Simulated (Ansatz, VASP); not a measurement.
**Se in VASP and in Ansatz**

```
Se
1.0
     3.75558    0.00000    0.00000
    -1.87779    3.25243    0.00000
     0.00000    0.00000    7.29961
Se
4
Direct
  0.00000 0.00000 0.00000
  0.00000 0.00000 0.50000
  0.33333 0.66667 0.75000
  0.66667 0.33333 0.25000
```

Alike in both runs: functional r2SCAN; k mesh 15 × 15 × 6; occupations gaussian, width 0.1 eV; no spin polarisation.

Ansatz relaxed the structure, and its values are those at the end. VASP's run is a single point on that final structure, the one shown.

|  | VASP | Ansatz |
| --- | --- | --- |
| version | VASP 6.6.1 | Ansatz 0.2.0 |
| potentials or method | VASP PAW PBE potentials, release 64 (Se), cutoff 520 eV | scalar-relativistic, plane waves, PAW |
| valence electrons in the cell | 24 | 64 |

```csv
,VASP,Ansatz,Ansatz less VASP
gap on the k mesh at the Fermi level (eV),none,none,-
pressure (GPa),-0.1,0.0,+0.08
```

VASP's potentials were made for PBE, not for r2SCAN. A gap of «none» marks a metal or a gap that the smearing closes. The functional is the same, so the differences come from potentials, cutoffs and numerics. VASP's potentials hold 24 valence electrons a cell and Ansatz's 64, so a difference there can come from the potentials and not from the codes.
